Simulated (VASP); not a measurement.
# ZnSe (Stilleite) (F-43m) in VASP: a series of runs

ZnSe (Stilleite) is run at these levels: PBEsol; tasks: relaxation of cell and atoms, single point.

Program: VASP 6.6.1. These are calculated values, not measurements. Logs are shortened: lines on timing, memory, paths and dates and some standing lists are left out, and cuts for length are marked.

## (1) The cell of the first run

It takes space group F-43m (No. 216, cubic). Conventional cell: a = 5.668 Å, b = 5.668 Å, c = 5.668 Å, α = 90.00°, β = 90.00°, γ = 90.00°. Se (site symmetry -43m) has 4 Zn at 2.45 Å within 3.2 Å. Zn (site symmetry -43m) has 4 Se at 2.45 Å within 3.2 Å.

## (2) Relaxation of cell and atoms, PBEsol

INCAR reads:

```
SYSTEM = ZnSe
ALGO = Normal
EDIFF = 1E-7
EDIFFG = -0.01
ENCUT = 600
GGA = PS
IBRION = 2
ISIF = 3
ISMEAR = -1
LASPH = .True.
LCHARG = .False.
LREAL = .False.
LWAVE = .False.
NELM = 60
NSW = 60
PREC = Accurate
SIGMA = 0.05
```

KPOINTS reads:

```
k-points
0
Gamma
  8 8 8
  0 0 0
```

POSCAR reads:

```
ZnSe
1.0
    0.0000000000      2.8338000000      2.8338000000
    2.8338000000      0.0000000000      2.8338000000
    2.8338000000      2.8338000000      0.0000000000
Se Zn
1 1
Direct
    0.7500000000      0.7500000000      0.7500000000
    0.0000000000      0.0000000000      0.0000000000
```

Potentials or basis: VASP PAW PBE potentials, release 64 (Se, Zn).

The run is started by

```console
cat potpaw_PBE.64/Se/POTCAR potpaw_PBE.64/Zn/POTCAR > POTCAR
mpirun -np 1 vasp_std > vasp.out
```

OUTCAR:

```text
SYSTEM = ZnSe
   EDIFF = 1E-7
   EDIFFG = -0.01
   ENCUT = 600
   GGA = PS
   IBRION = 2
   ISIF = 3
   ISMEAR = -1
   LASPH = .True.
   LREAL = .False.
   NELM = 60
   NSW = 60
   PREC = Accurate

 ion  position               nearest neighbor table
   1  0.750  0.750  0.750-   2 2.45   2 2.45   2 2.45   2 2.45
   2  0.000  0.000  0.000-   1 2.45   1 2.45   1 2.45   1 2.45

  LATTYP: Found a face centered cubic cell.
 ALAT       =     5.6676000000

  Lattice vectors:

 A1 = (   0.0000000000,   2.8338000000,   2.8338000000)
 A2 = (   2.8338000000,   0.0000000000,   2.8338000000)
 A3 = (   2.8338000000,   2.8338000000,   0.0000000000)

Analysis of symmetry for initial positions (statically):
=====================================================================
 Subroutine PRICEL returns:
 Original cell was already a primitive cell.

 Routine SETGRP: Setting up the symmetry group for a
 face centered cubic supercell.

 Subroutine GETGRP returns: Found 24 space group operations
 (whereof 24 operations were pure point group operations)
 out of a pool of 48 trial point group operations.

The static configuration has the point symmetry T_d .

Analysis of symmetry for dynamics (positions and initial velocities):
=====================================================================
 Subroutine PRICEL returns:
 Original cell was already a primitive cell.

 Routine SETGRP: Setting up the symmetry group for a
 face centered cubic supercell.

 Subroutine GETGRP returns: Found 24 space group operations
 (whereof 24 operations were pure point group operations)
 out of a pool of 48 trial point group operations.

The dynamic configuration has the point symmetry T_d .

 Subroutine INISYM returns: Found 24 space group operations
 (whereof 24 operations are pure point group operations),
 and found     1 'primitive' translations

----------------------------------------------------------------------------------------

                                     Primitive cell

  volume of cell :      45.5132

  direct lattice vectors                    reciprocal lattice vectors
     0.000000000  2.833800000  2.833800000    -0.176441527  0.176441527  0.176441527
     2.833800000  0.000000000  2.833800000     0.176441527 -0.176441527  0.176441527
     2.833800000  2.833800000  0.000000000     0.176441527  0.176441527 -0.176441527

  length of vectors
     4.007598393  4.007598393  4.007598393     0.305605690  0.305605690  0.305605690
[... 101 lines left out ...]
     AMIX_MAG =   1.60;   BMIX_MAG =  1.00
  volume/ion in A,a.u.               =      22.76       153.57
  Fermi-wavevector in a.u.,A,eV,Ry     =   1.201673  2.270834 19.647073  1.444019
  Thomas-Fermi vector in A             =   2.337476
   LORBIT       =      0    0 simple, 1 ext, 2 COOP (PROOUT), +10 PAW based schemes
   GGA     = PS    functional components
   LHFCALC =     F    Hartree Fock is set to
   AEXX    =    0.0000 exact exchange contribution
   IVDW    =     0    specifies the selected vdW correction
   LEPSILON=     F    determine dielectric tensor
   LRPA    =     F    only Hartree local field effects (RPA)
 conjugate gradient relaxation of ions
 non-spin polarized calculation
  energy-cutoff  :      600.00
  volume of cell :       45.51
 maximum number of plane-waves:      1540
   NGX = 17   NGY = 17   NGZ = 17

--------------------------------------- Ionic step        1  -------------------------------------------

 number of electron      17.9999991 magnetization

 Free energy of the ion-electron system (eV)
  ---------------------------------------------------
  ext. energy  EPLUGINS =         0.00000000
  ---------------------------------------------------
  free energy    TOTEN  =        -6.77138295 eV

  energy without entropy =       -6.77138287  energy(sigma->0) =       -6.77138291

------------------------ aborting loop because EDIFF is reached ----------------------------------------

  FORCE on cell =-STRESS in cart. coord.  units (eV):
  Direction    XX          YY          ZZ          XY          YZ          ZX
  --------------------------------------------------------------------------------------
  -------------------------------------------------------------------------------------
  Total       -0.2569850     -0.2569850     -0.2569850      0.0000000      0.0000000      0.0000000
  in kB       -9.0465034     -9.0465034     -9.0465034      0.0000000      0.0000000      0.0000000
  external PRESSURE =      -9.0465034 kB  Pullay stress =       0.0000000 kB
[... 59 lines left out ...]
--------------------------------------- Ionic step        3  -------------------------------------------

 number of electron      17.9999985 magnetization

 Free energy of the ion-electron system (eV)
  ---------------------------------------------------
  ext. energy  EPLUGINS =         0.00000000
  ---------------------------------------------------
  free energy    TOTEN  =        -6.77324335 eV

  energy without entropy =       -6.77324330  energy(sigma->0) =       -6.77324332

 E-fermi :   2.2601     XC(G=0):  -9.5917

 val. band max:        1.6123648220   @ k =   0.0000   0.0000   0.0000
 cond. band min:       2.8403998523   @ k =   0.0000   0.0000   0.0000
 fundamental gap:      1.2280350303
 Fermi energy:         2.2601445088

 k-point     1 :       0.0000    0.0000    0.0000
  band No.  band energies     occupation
      1     -11.7674      2.00000
      2      -4.9985      2.00000
      3      -4.9985      2.00000
      4      -4.9985      2.00000
      5      -4.6138      2.00000
      6      -4.6138      2.00000
      7       1.6124      2.00000
      8       1.6124      2.00000
      9       1.6124      2.00000
     10       2.8404      0.00002
     11       7.3392      0.00000
     12       7.3392      0.00000
     13       7.3392      0.00000
[... 354 lines left out ...]
  band No.  band energies     occupation
      1     -10.8076      2.00000
      2      -4.8941      2.00000
      3      -4.8533      2.00000
      4      -4.6498      2.00000
      5      -4.6070      2.00000
      6      -4.3976      2.00000
      7      -3.4099      2.00000
      8      -0.8819      2.00000
      9       0.0930      2.00000
     10       5.8128      0.00000
     11       7.0270      0.00000
     12       8.9863      0.00000
     13      10.2214      0.00000

 [... further k-points ...]

------------------------ aborting loop because EDIFF is reached ----------------------------------------

  FORCE on cell =-STRESS in cart. coord.  units (eV):
  Direction    XX          YY          ZZ          XY          YZ          ZX
  --------------------------------------------------------------------------------------
  -------------------------------------------------------------------------------------
  Total        0.0006396      0.0006396      0.0006396      0.0000000      0.0000000      0.0000000
  in kB        0.0228410      0.0228410      0.0228410      0.0000000      0.0000000      0.0000000
  external PRESSURE =       0.0228410 kB  Pullay stress =       0.0000000 kB
[... 17 lines left out ...]
  FREE ENERGIE OF THE ION-ELECTRON SYSTEM (eV)
  ---------------------------------------------------
  free  energy   TOTEN  =        -6.7732433457 eV

  energy  without entropy=       -6.7732432970  energy(sigma->0) =       -6.77324332

 reached required accuracy - stopping structural energy minimisation
```

OSZICAR:

```text
N       E                     dE             d eps       ncg     rms          rms(c)
DAV:   1     0.907198228579E+02    0.90720E+02   -0.98555E+03   754   0.176E+03
DAV:   2    -0.720488149060E+00   -0.91440E+02   -0.87282E+02   784   0.289E+02
DAV:   3    -0.700410944765E+01   -0.62836E+01   -0.62436E+01   919   0.736E+01
[... 26 lines left out ...]
DAV:   4    -0.677325405481E+01    0.91666E-04   -0.56903E-05   874   0.935E-02    0.277E-02
DAV:   5    -0.677324293918E+01    0.11116E-04   -0.13484E-05  1128   0.727E-02    0.245E-03
DAV:   6    -0.677324314310E+01   -0.20392E-06   -0.36382E-06   779   0.311E-02    0.241E-03
DAV:   7    -0.677324340702E+01   -0.26392E-06   -0.42707E-07   699   0.132E-02    0.141E-03
DAV:   8    -0.677324334568E+01    0.61345E-07   -0.11726E-07   382   0.761E-03
   3 F= -.67732433E+01 E0= -.67732433E+01  d E =-.186040E-02
```

CONTCAR:

```text
ZnSe
   1.00000000000000
     0.0000000000000000    2.8202384910046896    2.8202384910046896
     2.8202384910046896    0.0000000000000000    2.8202384910046896
     2.8202384910046896    2.8202384910046896    0.0000000000000000
  Se              Zn
     1     1
Direct
     0.7500000000000000    0.7500000000000000    0.7500000000000000
     0.0000000000000000    0.0000000000000000    0.0000000000000000

  0.00000000E+00  0.00000000E+00  0.00000000E+00
  0.00000000E+00  0.00000000E+00  0.00000000E+00
```

It took 89 s on 1 thread of AMD EPYC 7R13, shared host; peak memory 0.17 GiB.

What came out:

```yaml
Free_energy: -6.7732 eV
Relaxed_volume: 22.43 Å³/atom
Relaxed_cell: a = 3.988 Å, b = 3.988 Å, c = 3.988 Å, α = 60.00°, β = 60.00°, γ = 60.00°
Space_group_after_relaxing_to_0.05_Å: F-43m (No. 216)
Energy_gained_by_relaxing: 0.9 meV/atom
Ionic_steps: 3
Pressure_after_relaxing: 0.0 GPa
Band_gap_on_the_k_mesh: 1.23 eV, direct
```

The path:
```csv
step,energy change (eV),largest force (eV/Å),pressure (GPa),volume (Å³)
1,0.0000,0.0000,-0.90,45.51
2,-0.0017,0.0000,0.28,44.67
3,-0.0019,0.0000,0.00,44.86
```

Final structure:
```yaml
crystal:
  lattice:
    - [0.00000, 2.82024, 2.82024]
    - [2.82024, 0.00000, 2.82024]
    - [2.82024, 2.82024, 0.00000]
  atoms:
    - { symbol: Se, position: [0.75000, 0.75000, 0.75000] }
    - { symbol: Zn, position: [0.00000, 0.00000, 0.00000] }
```

Caveat: the PAW data sets were made with another functional, which shifts forces and pressure a little. As with any semilocal functional, this PBEsol gap is likely too small.

## (3) Relaxation of cell and atoms, PBEsol, target pressure 2 GPa, at which the enthalpy is minimised

INCAR reads:

```
ALGO = Normal
EDIFF = 1E-6
EDIFFG = -0.01
ENCUT = 600
GGA = PS
IBRION = 2
ISIF = 3
ISMEAR = -1
LASPH = T
LCHARG = F
LREAL = F
LWAVE = F
NELM = 100
NSW = 60
PREC = Accurate
PSTRESS = 20.0
SIGMA = 0.05
```

KPOINTS reads:

```
k-points
0
Gamma
  8 8 8
```

POSCAR is that of step 2.

Potentials or basis: VASP PAW PBE potentials, release 64 (Se, Zn).

The run is started by

```console
cat potpaw_PBE.64/Se/POTCAR potpaw_PBE.64/Zn/POTCAR > POTCAR
mpirun -np 1 vasp_std > vasp.out
```

OUTCAR:

```text
EDIFF = 1E-6
   EDIFFG = -0.01
   ENCUT = 600
   GGA = PS
   IBRION = 2
   ISIF = 3
   ISMEAR = -1
   LASPH = T
   LREAL = F
   NELM = 100
   NSW = 60
   PREC = Accurate
   PSTRESS = 20.0

 ion  position               nearest neighbor table
   1  0.750  0.750  0.750-   2 2.45   2 2.45   2 2.45   2 2.45
   2  0.000  0.000  0.000-   1 2.45   1 2.45   1 2.45   1 2.45

  LATTYP: Found a face centered cubic cell.
 ALAT       =     5.6676000000

  Lattice vectors:

 A1 = (   0.0000000000,   2.8338000000,   2.8338000000)
 A2 = (   2.8338000000,   0.0000000000,   2.8338000000)
 A3 = (   2.8338000000,   2.8338000000,   0.0000000000)

Analysis of symmetry for initial positions (statically):
=====================================================================
 Subroutine PRICEL returns:
 Original cell was already a primitive cell.

[... 266 lines left out ...]
      3      -4.8581      2.00000
      4      -4.8581      2.00000
      5      -4.4460      2.00000
      6      -4.4460      2.00000
      7       1.8690      2.00000
      8       1.8690      2.00000
      9       1.8690      2.00000
     10       3.2142      0.00001
     11       7.5831      0.00000
     12       7.5831      0.00000
     13       7.5831      0.00000
[... 354 lines left out ...]
  band No.  band energies     occupation
      1     -10.6855      2.00000
      2      -4.7498      2.00000
      3      -4.7039      2.00000
      4      -4.4877      2.00000
      5      -4.4393      2.00000
      6      -4.2160      2.00000
      7      -3.3221      2.00000
      8      -0.7283      2.00000
      9       0.2736      2.00000
     10       6.1508      0.00000
     11       7.2564      0.00000
     12       9.3180      0.00000
     13      10.5690      0.00000

 [... further k-points ...]

------------------------ aborting loop because EDIFF is reached ----------------------------------------

  FORCE on cell =-STRESS in cart. coord.  units (eV):
  Direction    XX          YY          ZZ          XY          YZ          ZX
  --------------------------------------------------------------------------------------
  -------------------------------------------------------------------------------------
  Total        0.5464754      0.5464754      0.5464754      0.0000000      0.0000000      0.0000000
  in kB       20.0889248     20.0889248     20.0889248      0.0000000      0.0000000      0.0000000
  external PRESSURE =       0.0889248 kB  Pullay stress =      20.0000000 kB
[... 21 lines left out ...]
  energy  without entropy=       -6.7654504559  energy(sigma->0) =       -6.76545046

  enthalpy is  TOTEN    =        -6.2213940543 eV   P V=        0.5440564177

 reached required accuracy - stopping structural energy minimisation
```

CONTCAR:

```text
ZnSe
   1.00000000000000
     0.0000000000000000    2.7931751925951120    2.7931751925951120
     2.7931751925951120   -0.0000000000000000    2.7931751925951120
     2.7931751925951120    2.7931751925951120    0.0000000000000000
  Se              Zn
     1     1
Direct
     0.7500000000000000    0.7500000000000000    0.7500000000000000
     0.0000000000000000    0.0000000000000000    0.0000000000000000

  0.00000000E+00  0.00000000E+00  0.00000000E+00
  0.00000000E+00  0.00000000E+00  0.00000000E+00
```

It took 91 s on 1 thread of AMD EPYC 7R13, shared host; peak memory 0.17 GiB.

Results:

- Free energy: -6.7655 eV
- Relaxed volume: 21.79 Å³/atom
- Relaxed cell: a = 3.950 Å, b = 3.950 Å, c = 3.950 Å, α = 60.00°, β = 60.00°, γ = 60.00°
- Space group after relaxing (to 0.05 Å): F-43m (No. 216)
- Energy change on relaxing (the enthalpy is what falls): +3.0 meV/atom
- Ionic steps: 3
- Pressure after relaxing: 2.0 GPa
- Band gap on the k mesh: 1.35 eV, direct

The path:
```tsv
step	energy change (eV)	largest force (eV/Å)	pressure (GPa)	volume (Å³)
1	0.0000	0.0000	-0.91	45.51
2	0.0181	0.0000	3.27	42.85
3	0.0059	0.0000	2.01	43.58
```

Final structure:
```yaml
crystal:
  lattice:
    - [0.00000, 2.79318, 2.79318]
    - [2.79318, 0.00000, 2.79318]
    - [2.79318, 2.79318, 0.00000]
  atoms:
    - { symbol: Se, position: [0.75000, 0.75000, 0.75000] }
    - { symbol: Zn, position: [0.00000, 0.00000, 0.00000] }
```

Caveat: the cell is relaxed towards a set pressure, so the enthalpy falls and the energy may rise; the PAW data sets were made with another functional, which shifts forces and pressure a little.

## (4) Relaxation of cell and atoms, PBEsol, target pressure 5 GPa, at which the enthalpy is minimised

INCAR reads:

```
PREC = Accurate
ENCUT = 600
EDIFF = 1E-6
ISMEAR = -1
SIGMA = 0.05
LREAL = False
LASPH = True
NELM = 100
ALGO = Normal
ISIF = 3
LWAVE = False
LCHARG = False
GGA = PS
IBRION = 2
NSW = 60
EDIFFG = -0.01
PSTRESS = 50.0
```

KPOINTS reads:

```
regular mesh
0
Gamma
  8 8 8
```

POSCAR is that of step 3.

The run is started by

```console
cat potpaw_PBE.64/Se/POTCAR potpaw_PBE.64/Zn/POTCAR > POTCAR
mpirun -np 1 vasp_std > vasp.out
```

Run time: 1.7 min. Hardware: 1 thread of AMD EPYC 7R13, shared host; peak memory 0.17 GiB.

It converged, with:

| Quantity | Value |
| --- | --- |
| Free energy | -6.7314 eV |
| Relaxed volume | 21.00 Å³/atom |
| Relaxed cell | a = 3.902 Å, b = 3.902 Å, c = 3.902 Å, α = 60.00°, β = 60.00°, γ = 60.00° |
| Space group after relaxing (to 0.05 Å) | F-43m (No. 216) |
| Energy change on relaxing (the enthalpy is what falls) | +20.0 meV/atom |
| Ionic steps | 3 |
| Pressure after relaxing | 5.0 GPa |
| Band gap on the k mesh | 1.50 eV, direct |

Step by step:
| step | energy change (eV) | largest force (eV/Å) | pressure (GPa) | volume (Å³) |
| --- | --- | --- | --- | --- |
| 1 | 0.0000 | 0.0000 | -0.91 | 45.51 |
| 2 | 0.1182 | 0.0000 | 9.09 | 40.21 |
| 3 | 0.0400 | 0.0000 | 5.00 | 42.00 |

Final structure:
```cif
data_structure
_symmetry_space_group_name_H-M 'P 1'
_symmetry_Int_Tables_number 1
_cell_length_a 3.9016
_cell_length_b 3.9016
_cell_length_c 3.9016
_cell_angle_alpha 60.000
_cell_angle_beta 60.000
_cell_angle_gamma 60.000
_cell_volume 42.00
loop_
_atom_site_label
_atom_site_type_symbol
_atom_site_fract_x
_atom_site_fract_y
_atom_site_fract_z
_atom_site_occupancy
Se1 Se 0.75000 0.75000 0.75000 1
Zn1 Zn 0.00000 0.00000 0.00000 1
```

Levels at points of the mesh, in eV from the valence-band top:
```csv
k point,band 5,band 6,band 7,band 8,band 9,band 10,band 11,band 12,band 13
"(0.00, 0.00, 0.00)",-6.44,-6.44,0.00,0.00,0.00,1.50,5.69,5.69,5.69
"(0.50, 0.00, 0.00)",-6.42,-6.25,-5.83,-1.00,-1.00,2.58,6.27,6.27,8.59
"(0.50, 0.50, 0.00)",-6.38,-6.23,-5.15,-2.52,-2.52,2.64,3.34,11.23,11.73
```

Caveat: the cell is relaxed towards a set pressure, so the enthalpy falls and the energy may rise; the PAW data sets were made with another functional, which shifts forces and pressure a little. Expect the measured gap to be larger: semilocal functionals such as PBEsol lack the derivative discontinuity.

## (5) Relaxation of cell and atoms, PBEsol, target pressure 10 GPa, at which the enthalpy is minimised

INCAR reads:

```
SYSTEM = ZnSe
ALGO = Normal
EDIFF = 1E-6
EDIFFG = -0.01
ENCUT = 600
GGA = PS
IBRION = 2
ISIF = 3
ISMEAR = -1
LASPH = .TRUE.
LCHARG = .FALSE.
LREAL = .FALSE.
LWAVE = .FALSE.
NELM = 100
NSW = 60
PREC = Accurate
PSTRESS = 100.0
SIGMA = 0.05
```

KPOINTS reads:

```
k-points
0
G
  8 8 8
  0 0 0
```

POSCAR is that of step 4.

The run is started by

```console
cat potpaw_PBE.64/Se/POTCAR potpaw_PBE.64/Zn/POTCAR > POTCAR
mpirun -np 1 vasp_std > vasp.out
```

It took 2 min on 1 thread of AMD EPYC 7R13, shared host; peak memory 0.18 GiB.

The run converged. Its results:

```yaml
Free_energy: -6.6319 eV
Relaxed_volume: 19.93 Å³/atom
Relaxed_cell: a = 3.834 Å, b = 3.834 Å, c = 3.834 Å, α = 60.00°, β = 60.00°, γ = 60.00°
Space_group_after_relaxing_to_0.05_Å: F-43m (No. 216)
Energy_change_on_relaxing_the_enthalpy_is_what_falls: +69.7 meV/atom
Ionic_steps: 4
Pressure_after_relaxing: 10.1 GPa
Band_gap_on_the_k_mesh: 1.73 eV, direct
```

The path:
```csv
step,energy change (eV),largest force (eV/Å),pressure (GPa),volume (Å³)
1,0.0000,0.0000,-0.91,45.51
2,0.5237,0.0000,23.34,36.05
3,0.1329,0.0000,9.82,39.96
4,0.1395,0.0000,10.07,39.85
```

Final structure:
```
CELL_PARAMETERS angstrom
0.00000 2.71105 2.71105
2.71105 0.00000 2.71105
2.71105 2.71105 0.00000
ATOMIC_POSITIONS crystal
Se 0.75000 0.75000 0.75000
Zn 0.00000 0.00000 0.00000
```

Levels at points of the mesh, in eV from the valence-band top:
```tsv
k point	band 7	band 8	band 9	band 10	band 11	band 12
(0.00, 0.00, 0.00)	0.00	0.00	0.00	1.73	5.65	5.65
(0.50, 0.00, 0.00)	-6.21	-1.09	-1.09	2.66	6.24	6.24
(0.50, 0.50, 0.00)	-5.39	-2.73	-2.73	2.50	3.29	11.67
```

Caveat: the cell is relaxed towards a set pressure, so the enthalpy falls and the energy may rise; the PAW data sets were made with another functional, which shifts forces and pressure a little. As with any semilocal functional, this PBEsol gap is likely too small.

(Continued in part 2 of 2.)
